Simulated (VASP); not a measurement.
# Ti in VASP: notebook

Ti is run at these levels: PBEsol; tasks: electric field gradients.

All numbers are computed with VASP 6.6.1; they aren't measurements. Logs are shortened: lines on timing, memory, paths and dates and some standing lists are left out, and cuts for length are marked.

**1. The cell of the first run**

The structure is tetragonal, space group I4/mmm (No. 139). Conventional cell: a = 3.348 Å, b = 3.348 Å, c = 3.282 Å, α = 90.00°, β = 90.00°, γ = 90.00°. Within 3.8 Å of Ti (site symmetry 4/mmm) lie 14 Ti at 2.88 to 3.35 Å.

**2. Electric field gradients, PBEsol (equal xx and yy strain of +2 %)**

INCAR

```
SYSTEM = Ti
PREC = Accurate
ENCUT = 520
EDIFF = 1E-8
ISMEAR = -1
SIGMA = 0.05
LREAL = .False.
LASPH = .True.
NELM = 100
ALGO = Normal
ISIF = 2
LWAVE = .False.
LCHARG = .False.
GGA = PS
LEFG = .True.
NBANDS = 12
```

KPOINTS

```
Automatic mesh
0
Gamma
  14 14 14
  0 0 0
```

POSCAR

```
Ti
1.0
   -1.6738200000      1.6738200000      1.6410000000
    1.6738200000     -1.6738200000      1.6410000000
    1.6738200000      1.6738200000     -1.6410000000
Ti
1
Direct
    0.0000000000      0.0000000000      0.0000000000
```

Potentials or basis: VASP PAW PBE potentials, release 64 (Ti_sv).

Command:

```console
$ cat potpaw_PBE.64/Ti_sv/POTCAR > POTCAR
$ mpirun -np 1 vasp_std > vasp.out
```

OUTCAR:

```text
SYSTEM = Ti
   PREC = Accurate
   ENCUT = 520
   EDIFF = 1E-8
   ISMEAR = -1
   LREAL = .False.
   LASPH = .True.
   NELM = 100
   ISIF = 2
   GGA = PS

 ion  position               nearest neighbor table
   1  0.000  0.000  0.000-

  LATTYP: Found a body centered tetragonal cell.
 ALAT       =     3.3476400000
 C/A-ratio  =     0.9803921569

  Lattice vectors:

 A1 = (  -1.6738200000,   1.6738200000,   1.6410000000)
 A2 = (   1.6738200000,  -1.6738200000,   1.6410000000)
 A3 = (   1.6738200000,   1.6738200000,  -1.6410000000)

Analysis of symmetry for initial positions (statically):
=====================================================================
 Subroutine PRICEL returns:
 Original cell was already a primitive cell.

 Routine SETGRP: Setting up the symmetry group for a
 body centered tetragonal supercell.

 Subroutine GETGRP returns: Found 16 space group operations
 (whereof 16 operations were pure point group operations)
 out of a pool of 16 trial point group operations.

The static configuration has the point symmetry D_4h.

Analysis of symmetry for dynamics (positions and initial velocities):
=====================================================================
 Subroutine PRICEL returns:
 Original cell was already a primitive cell.

 Routine SETGRP: Setting up the symmetry group for a
 body centered tetragonal supercell.

 Subroutine GETGRP returns: Found 16 space group operations
 (whereof 16 operations were pure point group operations)
 out of a pool of 16 trial point group operations.

The dynamic configuration has the point symmetry D_4h.

 Subroutine INISYM returns: Found 16 space group operations
 (whereof 16 operations are pure point group operations),
 and found     1 'primitive' translations

----------------------------------------------------------------------------------------

                                     Primitive cell

  volume of cell :      18.3902

  direct lattice vectors                    reciprocal lattice vectors
    -1.673820000  1.673820000  1.641000000     0.000000000  0.298717903  0.304692261
     1.673820000 -1.673820000  1.641000000     0.298717903  0.000000000  0.304692261
     1.673820000  1.673820000 -1.641000000     0.298717903  0.298717903  0.000000000

  length of vectors
     2.880317306  2.880317306  2.880317306     0.426696331  0.426696331  0.422450909

  position of ions in fractional coordinates (direct lattice)
     0.000000000  0.000000000  0.000000000

  ion indices of the primitive-cell ions
   primitive index   ion index
                 1           1

----------------------------------------------------------------------------------------

 KPOINTS: Automatic mesh

Automatic generation of k-mesh.
 Grid dimensions read from file:
 generate k-points for:   14   14   14

 Generating k-lattice:

  Cartesian coordinates                     Fractional coordinates (reciprocal lattice)
     0.000000000  0.021336993  0.021763733     0.071428571  0.000000000  0.000000000
     0.021336993  0.000000000  0.021763733     0.000000000  0.071428571  0.000000000
     0.021336993  0.021336993  0.000000000     0.000000000  0.000000000  0.071428571

  Length of vectors
     0.030478309  0.030478309  0.030175065

  Shift w.r.t. Gamma in fractional coordinates (k-lattice)
     0.000000000  0.000000000  0.000000000

 Subroutine IBZKPT returns following result:
 ===========================================

 Found    244 irreducible k-points:

 Following reciprocal coordinates:
            Coordinates               Weight
  0.000000  0.000000  0.000000      1.000000
  0.071429  0.000000  0.000000      8.000000
  0.142857  0.000000  0.000000      8.000000
  0.214286  0.000000  0.000000      8.000000
  0.285714  0.000000  0.000000      8.000000
  0.357143  0.000000 -0.000000      8.000000
[... 16 lines left out ...]
  0.214286  0.142857  0.000000     16.000000
  0.285714  0.142857  0.000000     16.000000
 [... further k-points ...]
   k-points           NKPTS =    244   k-points in BZ     NKDIM =    244   number of bands    NBANDS=     12
   number of dos      NEDOS =    301   number of ions     NIONS =      1
   total plane-waves  NPLWV =  13824
   dimension x,y,z NGX =    24 NGY =   24 NGZ =   24
   dimension x,y,z NGXF=    48 NGYF=   48 NGZF=   48
   ions per type =               1
   NGX,Y,Z   is equivalent  to a cutoff of  13.85, 13.85, 13.85 a.u.
   NGXF,Y,Z  is equivalent  to a cutoff of  27.70, 27.70, 27.70 a.u.
 SYSTEM =  Ti
   PREC   = accura    normal or accurate (medium, high low for compatibility)
   ISTART =      0    job   : 0-new  1-cont  2-samecut
   ICHARG =      2    charge: 1-file 2-atom 10-const
   ISPIN  =      1    spin polarized calculation?
   LNONCOLLINEAR =      F non collinear calculations
   LSORBIT =      F    spin-orbit coupling
   LASPH  =      T    aspherical Exc in radial PAW
   ENCUT  =  520.0 eV  38.22 Ry    6.18 a.u.   5.36  5.36  5.36*2*pi/ulx,y,z
   NELM   =    100;   NELMIN=  2; NELMDL= -5     # of ELM steps
   EDIFF  = 0.1E-07   stopping-criterion for ELM
   LREAL  =      F    real-space projection
   EDIFFG = 0.1E-06   stopping-criterion for IOM
   NSW    =      0    number of steps for IOM
   IBRION =     -1    ionic relax: 0-MD 1-quasi-New 2-CG
   NFREE  =      0    steps in history (QN), initial steepest desc. (CG)
   ISIF   =      2    stress and relaxation
   ISYM   =      2    0-nonsym 1-usesym 2-fastsym
   POTIM  = 0.5000    time-step for ionic-motion
   TEBEG  =    0.0;   TEEND  =   0.0 temperature during run
   PSTRESS=    0.0 pullay stress
   NELECT =      12.0000    total number of electrons
   NUPDOWN=      -1.0000    fix difference up-down
   EMIN   =  10.00;   EMAX   =-10.00  energy-range for DOS
   EFERMI =   0.00;   METHOD = LEGACY
   ISMEAR =    -1;   SIGMA  =   0.05  broadening in eV -4-tet -1-fermi 0-gaus
   EFERMI_NEDOS =   21; number of points for ismear=-14 and -15
   IALGO  =     38    algorithm
   IMIX   =      4    mixing-type and parameters
     AMIX     =   0.40;   BMIX     =  1.00
     AMIX_MAG =   1.60;   BMIX_MAG =  1.00
  volume/ion in A,a.u.               =      18.39       124.10
  Fermi-wavevector in a.u.,A,eV,Ry     =   1.419951  2.683317 27.432877  2.016260
  Thomas-Fermi vector in A             =   2.540917
   LORBIT       =      0    0 simple, 1 ext, 2 COOP (PROOUT), +10 PAW based schemes
   GGA     = PS    functional components
   LHFCALC =     F    Hartree Fock is set to
   AEXX    =    0.0000 exact exchange contribution
   IVDW    =     0    specifies the selected vdW correction
   LEPSILON=     F    determine dielectric tensor
   LRPA    =     F    only Hartree local field effects (RPA)
 non-spin polarized calculation
  energy-cutoff  :      520.00
  volume of cell :       18.39
 maximum number of plane-waves:       508
 NGX is ok and might be reduce to    24
   NGX = 11   NGY = 11   NGZ = 11

 number of electron      12.0000003 magnetization

 Free energy of the ion-electron system (eV)
  ---------------------------------------------------
  ext. energy  EPLUGINS =         0.00000000
  ---------------------------------------------------
  free energy    TOTEN  =        -8.18062812 eV

  energy without entropy =       -8.15927890  energy(sigma->0) =       -8.16995351

 E-fermi :   7.3757     XC(G=0): -11.3622

 val. band max:        7.3740640172   @ k =   0.3571   0.2143   0.0000
 cond. band min:       7.3814795962   @ k =  -0.4286   0.2857   0.0714
 fundamental gap:      0.0074155790
 Fermi energy:         7.3757382620

 k-point     1 :       0.0000    0.0000    0.0000
  band No.  band energies     occupation
      1     -49.0357      2.00000
      2     -25.0484      2.00000
      3     -25.0462      2.00000
      4     -25.0462      2.00000
      5       1.5564      2.00000
      6       8.2234      0.00000
      7       8.3552      0.00000
      8       8.3552      0.00000
      9       9.8793      0.00000
     10      10.0335      0.00000
     11      24.2838      0.00000
     12      24.2838      0.00000

 k-point     2 :       0.0714    0.0000    0.0000
  band No.  band energies     occupation
      1     -49.0304      2.00000
      2     -25.0764      2.00000
      3     -25.0554      2.00000
      4     -25.0476      2.00000
      5       1.7232      2.00000
      6       8.1961      0.00000
      7       8.3320      0.00000
      8       8.4259      0.00000
      9       9.8560      0.00000
     10       9.9815      0.00000
     11      24.0851      0.00000
     12      24.4271      0.00000
[... 316 lines left out ...]
 k-point    24 :       0.2857    0.1429    0.0000
  band No.  band energies     occupation
      1     -48.9422      2.00000
      2     -25.5025      2.00000
      3     -25.2167      2.00000
      4     -25.0876      2.00000
      5       4.9734      2.00000
      6       7.1345      1.98406
      7       7.4363      0.45892
      8       9.7211      0.00000
      9      10.3635      0.00000
     10      11.1374      0.00000
     11      17.7829      0.00000
     12      20.0363      0.00000

 [... further k-points ...]
[... 5 lines left out ...]
  --------------------------------------------------------------------------------------
  -------------------------------------------------------------------------------------
  Total       -1.1354948     -1.1354948     -1.2043082      0.0000000      0.0000000      0.0000000
  in kB      -98.9258194    -98.9258194   -104.9209353      0.0000000      0.0000000      0.0000000
  external PRESSURE =    -100.9241914 kB  Pullay stress =       0.0000000 kB

 VOLUME and BASIS-vectors are now :
 -----------------------------------------------------------------------------
  energy-cutoff  :      520.00
  volume of cell :       18.39
      direct lattice vectors                 reciprocal lattice vectors
    -1.673820000  1.673820000  1.641000000     0.000000000  0.298717903  0.304692261
     1.673820000 -1.673820000  1.641000000     0.298717903  0.000000000  0.304692261
     1.673820000  1.673820000 -1.641000000     0.298717903  0.298717903  0.000000000

 POSITION                                       TOTAL-FORCE (eV/Angst)
 -----------------------------------------------------------------------------------
      0.00000      0.00000      0.00000        -0.000000      0.000000      0.000000
 -----------------------------------------------------------------------------------
    total drift:                                0.000000      0.000000     -0.000000

  FREE ENERGIE OF THE ION-ELECTRON SYSTEM (eV)
  ---------------------------------------------------
  free  energy   TOTEN  =        -8.1806281239 eV

  energy  without entropy=       -8.1592788986  energy(sigma->0) =       -8.16995351

 Electric field gradients (V/A^2)
---------------------------------------------------------------------
 ion       V_xx      V_yy      V_zz      V_xy      V_xz      V_yz
---------------------------------------------------------------------
   1       0.058     0.058    -0.117     0.001     0.001     0.001
---------------------------------------------------------------------

 Electric field gradients after diagonalization (V/A^2)
 (convention: |V_zz| > |V_xx| > |V_yy|)
----------------------------------------------------------------------
 ion       V_xx      V_yy      V_zz     asymmetry (V_yy - V_xx)/ V_zz
----------------------------------------------------------------------
   1       0.059     0.057    -0.117       0.015
----------------------------------------------------------------------

           NMR quadrupolar parameters

 Cq : quadrupolar parameter    Cq=e*Q*V_zz/h
 eta: asymmetry parameters     (V_yy - V_xx)/ V_zz
 Q  : nuclear electric quadrupole moment in mb (millibarn)
----------------------------------------------------------------------
 ion       Cq(MHz)       eta       Q (mb)
----------------------------------------------------------------------
   1      -0.000       0.015       1.000
----------------------------------------------------------------------
```

Run time: 37 s. Hardware: 1 thread of Intel Xeon 6975P-C, shared host; peak memory 0.17 GiB.

Results:

```
Free energy            : -8.1806 eV
Pressure               : -10.1 GPa
Band gap on the k mesh : zero (band 6 reaches 8.31 eV, above the bottom of band 7 at 6.78 eV)
```

Levels at points of the mesh, in eV from the Fermi level:
| k point | band 4 | band 5 | band 6 | band 7 | band 8 | band 9 |
| --- | --- | --- | --- | --- | --- | --- |
| (0.00, 0.00, 0.00) | -32.42 | -5.82 | 0.85 | 0.98 | 0.98 | 2.50 |
| (0.50, 0.00, 0.00) | -32.43 | -2.32 | -0.40 | 1.04 | 2.59 | 2.92 |
| (0.50, 0.50, 0.00) | -32.42 | -2.32 | -0.24 | 0.91 | 2.46 | 2.84 |
| (0.50, 0.50, 0.50) | -32.80 | -1.94 | -1.89 | 3.65 | 3.65 | 3.69 |

Caveat: the cell differs from its parent crystal (equal xx and yy strain of +2 %); without QUAD_EFG the Cq values of the log hold for a quadrupole moment of 1 mb, not for the nuclei; the PAW data sets were made with another functional, which shifts forces and pressure a little.

(Part 1 of 3 ends here.)
